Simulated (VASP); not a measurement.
# Hf (I4/mmm) in VASP: notebook, part 3 of 3

VASP 6.6.1.

## 5. Single point, PBEsol (strain +0.0300 x Voigt [0, 0, 1, 0, 0, 0])

INCAR

```
SYSTEM = Hf
PREC = Accurate ; ENCUT = 520
EDIFF = 1E-6 ; ISMEAR = 0
SIGMA = 0.15 ; LREAL = .FALSE.
LASPH = .TRUE. ; NELM = 80
ALGO = Fast ; ISIF = 2
LWAVE = .FALSE. ; LCHARG = .FALSE.
GGA = PS ; NBANDS = 11
```

KPOINTS

```
Automatic mesh
0
G
  18 18 18
  0 0 0
```

POSCAR

```
Hf
1.0
    0.0000000000      2.2200000000      2.2866000000
    2.2200000000      0.0000000000      2.2866000000
    2.2200000000      2.2200000000      0.0000000000
Hf
1
Direct
    0.0000000000      0.0000000000      0.0000000000
```

Potentials or basis: VASP PAW PBE potentials, release 64 (Hf_pv).

Launch:

```sh
$ cat potpaw_PBE.64/Hf_pv/POTCAR > POTCAR
$ mpirun -np 1 vasp_std > vasp.out
```

OUTCAR:

```text
SYSTEM = Hf
   PREC = Accurate
   ENCUT = 520
   EDIFF = 1E-6
   ISMEAR = 0
   LREAL = .FALSE.
   LASPH = .TRUE.
   NELM = 80
   ISIF = 2
   GGA = PS

 ion  position               nearest neighbor table
   1  0.000  0.000  0.000-

  LATTYP: Found a body centered tetragonal cell.
 ALAT       =     3.1395541085
 C/A-ratio  =     1.4566399692

  Lattice vectors:

 A1 = (  -2.2200000000,   0.0000000000,   2.2866000000)
 A2 = (   2.2200000000,   0.0000000000,   2.2866000000)
 A3 = (   0.0000000000,   2.2200000000,  -2.2866000000)

Analysis of symmetry for initial positions (statically):
=====================================================================
 Subroutine PRICEL returns:
 Original cell was already a primitive cell.

 Routine SETGRP: Setting up the symmetry group for a
 body centered tetragonal supercell.

 Subroutine GETGRP returns: Found 16 space group operations
 (whereof 16 operations were pure point group operations)
 out of a pool of 16 trial point group operations.

The static configuration has the point symmetry D_4h.

Analysis of symmetry for dynamics (positions and initial velocities):
[... 169 lines left out ...]
      1     -25.4651      2.00000
      2     -25.4610      2.00000
      3     -25.4610      2.00000
      4      -2.6597      2.00000
      5       5.6945      0.00000
      6       6.0367      0.00000
      7       6.0367      0.00000
      8       8.4111      0.00000
      9       8.9169      0.00000
     10      15.8886      0.00000
     11      19.3411      0.00000
[... 309 lines left out ...]
 k-point    24 :      -0.2222    0.0556    0.0000
  band No.  band energies     occupation
      1     -25.8614      2.00000
      2     -25.5456      2.00000
      3     -25.4951      2.00000
      4      -0.7970      2.00000
      5       4.6370      0.31681
      6       6.0562      0.00000
      7       6.5464      0.00000
      8       8.2618      0.00000
      9       8.9766      0.00000
     10      16.1278      0.00000
     11      19.1415      0.00000

 [... further k-points ...]

------------------------ aborting loop because EDIFF is reached ----------------------------------------

  FORCE on cell =-STRESS in cart. coord.  units (eV):
  Direction    XX          YY          ZZ          XY          YZ          ZX
  --------------------------------------------------------------------------------------
  -------------------------------------------------------------------------------------
  Total       -0.5941325     -0.5941325     -0.8317043      0.0000000     -0.0000000      0.0000000
  in kB      -42.2345389    -42.2345389    -59.1225803      0.0000000     -0.0000000      0.0000000
  external PRESSURE =     -47.8638860 kB  Pullay stress =       0.0000000 kB

 VOLUME and BASIS-vectors are now :
 -----------------------------------------------------------------------------
  energy-cutoff  :      520.00
  volume of cell :       22.54
      direct lattice vectors                 reciprocal lattice vectors
     0.000000000  2.220000000  2.286600000    -0.225225225  0.225225225  0.218665267
     2.220000000  0.000000000  2.286600000     0.225225225 -0.225225225  0.218665267
     2.220000000  2.220000000  0.000000000     0.225225225  0.225225225 -0.218665267

 POSITION                                       TOTAL-FORCE (eV/Angst)
 -----------------------------------------------------------------------------------
      0.00000      0.00000      0.00000        -0.000000      0.000000      0.000000
 -----------------------------------------------------------------------------------
    total drift:                               -0.000000      0.000000     -0.000000

  FREE ENERGIE OF THE ION-ELECTRON SYSTEM (eV)
  ---------------------------------------------------
  free  energy   TOTEN  =       -10.4239252366 eV

  energy  without entropy=      -10.4066153540  energy(sigma->0) =      -10.41527030
```

OSZICAR:

```text
N       E                     dE             d eps       ncg     rms          rms(c)
DAV:   1     0.124167864452E+02    0.12417E+02   -0.57148E+03 10648   0.841E+02
DAV:   2    -0.103387256555E+02   -0.22756E+02   -0.22020E+02 13346   0.155E+02
DAV:   3    -0.108047109200E+02   -0.46599E+00   -0.46149E+00 13301   0.151E+01
DAV:   4    -0.108066133371E+02   -0.19024E-02   -0.19021E-02 12187   0.116E+00
DAV:   5    -0.108066239679E+02   -0.10631E-04   -0.10631E-04 13511   0.771E-02    0.459E+01
RMM:   6    -0.105218541386E+02    0.28477E+00   -0.18860E-01 10769   0.284E+00    0.268E+01
RMM:   7    -0.104280646109E+02    0.93790E-01   -0.37275E-01 11874   0.409E+00    0.129E+00
RMM:   8    -0.104237118503E+02    0.43528E-02   -0.25835E-02 11535   0.129E+00    0.401E-01
RMM:   9    -0.104239007632E+02   -0.18891E-03   -0.26771E-03 14104   0.438E-01    0.970E-02
RMM:  10    -0.104239200164E+02   -0.19253E-04   -0.36652E-04 14120   0.161E-01    0.657E-02
RMM:  11    -0.104239244915E+02   -0.44751E-05   -0.72525E-05 14118   0.707E-02    0.663E-03
RMM:  12    -0.104239252366E+02   -0.74515E-06   -0.97487E-06 13620   0.236E-02
   1 F= -.10423925E+02 E0= -.10415270E+02  d E =-.173099E-01
```

stdout:

```text
POSCAR found type information on POSCAR Hf
 POSCAR found :  1 types and       1 ions
 scaLAPACK will be used
 -----------------------------------------------------------------------------
|                                                                             |
|                                                                             |
|     You enforced a specific xc type in the INCAR file but a different       |
|     I HOPE YOU KNOW WHAT YOU ARE DOING!                                     |
|                                                                             |
 -----------------------------------------------------------------------------

 LDA part: xc-table for (Slater+PW92), standard interpolation
 POSCAR, INCAR and KPOINTS ok, starting setup
 FFT: planning ... GRIDC
 FFT: planning ... GRID_SOFT
 FFT: planning ... GRID
 WAVECAR not read
 entering main loop
```

Wall time 2.2 min (1 thread of AMD EPYC 7R13, shared host); peak memory 0.21 GiB.

Results:

```yaml
Free_energy: -10.4239 eV
Pressure: -4.8 GPa
Band_gap_on_the_k_mesh: zero (bands 5 and 6 overlap by 1.96 eV)
```

Stress tensor (GPa, compression positive):
```
-4.22  0.00  0.00
 0.00 -4.22  0.00
 0.00  0.00 -5.91
```

Levels at points of the mesh, in eV from the Fermi level:
| k point | band 2 | band 3 | band 4 | band 5 | band 6 | band 7 | band 8 | band 9 |
| --- | --- | --- | --- | --- | --- | --- | --- | --- |
| (0.00, 0.00, 0.00) | -29.99 | -29.99 | -7.19 | 1.16 | 1.51 | 1.51 | 3.88 | 4.39 |
| (0.50, 0.00, 0.00) | -30.12 | -30.08 | -3.62 | 0.59 | 0.98 | 1.35 | 6.15 | 6.35 |
| (0.50, 0.50, 0.00) | -30.25 | -30.25 | -3.28 | -2.06 | 2.20 | 6.28 | 6.86 | 6.86 |
| (0.50, 0.00, 0.50) | -30.32 | -30.27 | -3.20 | -2.12 | 2.66 | 6.21 | 6.68 | 7.07 |

Caveat: the cell differs from its parent crystal (strain +0.0300 x Voigt [0, 0, 1, 0, 0, 0]); the cell stands under tension; the PAW data sets were made with another functional, which shifts forces and pressure a little; spin-orbit coupling is left out, which moves the levels of the heavy elements.

## 6. Summary

| cell | gap on the mesh (eV) | pressure (GPa) |
| --- | --- | --- |
| a = 3.093, b = 3.093, c = 3.140 Å, angles 59.5, 59.5, 61.0°, 1 atom | none | 1.4 |
| a = 3.116, b = 3.116, c = 3.140 Å, angles 59.8, 59.8, 60.5°, 1 atom | none | -0.3 |
| a = 3.163, b = 3.163, c = 3.140 Å, angles 60.2, 60.2, 59.5°, 1 atom | none | -3.4 |
| a = 3.187, b = 3.187, c = 3.140 Å, angles 60.5, 60.5, 59.0°, 1 atom | none | -4.8 |

Alike in all rows: task single point; level PBEsol; potentials or basis VASP PAW PBE potentials, release 64 (Hf_pv); no spin polarisation; k mesh 18 × 18 × 18; cutoff (eV) 520; smearing gaussian 0.15 eV.

Caveats: the PAW data sets were made with another functional, which shifts forces and pressure a little; spin-orbit coupling is left out, which moves the levels of the heavy elements; the cell stands under tension (at least some runs).

Total energies depend on the potentials used, so only differences within one code and one set of settings carry meaning.
